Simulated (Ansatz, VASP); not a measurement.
# TiW3 in VASP and in Ansatz

```
Ti W
1.0
     1.59891   -2.26127    0.00000
     1.59891    2.26127    0.00000
     0.00000    0.00000    8.96161
Ti W
1 3
Direct
  0.50000 0.50000 0.50000
  0.50000 0.50000 0.00000
  0.00000 0.00000 0.24762
  0.00000 0.00000 0.75238
```

Change from the starting cell: the structure that the rattled cell fell into.

Alike in both runs: task single point; functional PBE; k mesh 6 × 6 × 2; occupations gaussian, width 0.1 eV; no spin polarisation.

|  | VASP | Ansatz |
| --- | --- | --- |
| version | VASP 6.6.1 | Ansatz 0.2.0 |
| potentials or method | VASP PAW PBE potentials, release 64 (Ti_sv, W_sv), cutoff 520 eV | scalar-relativistic, plane waves, PAW |
| valence electrons in the cell | 54 | 54 |

```tsv
	VASP	Ansatz	Ansatz less VASP
gap on the k mesh at the Fermi level (eV)	none	none	-
pressure (GPa)	0.2	0.0	-0.28
traceless stress, the component that is largest in VASP (GPa)	-0.50	-0.50	-0.004
rms of the force components (eV/Å)	0.071	0.060	-0.0109
```

Atom by atom the forces differ by 0.011 eV/Å (rms over components). A gap of «none» marks a metal or a gap that the smearing closes.

The k mesh is coarse, so the values compare programs but aren't converged. Spin-orbit coupling is off throughout.
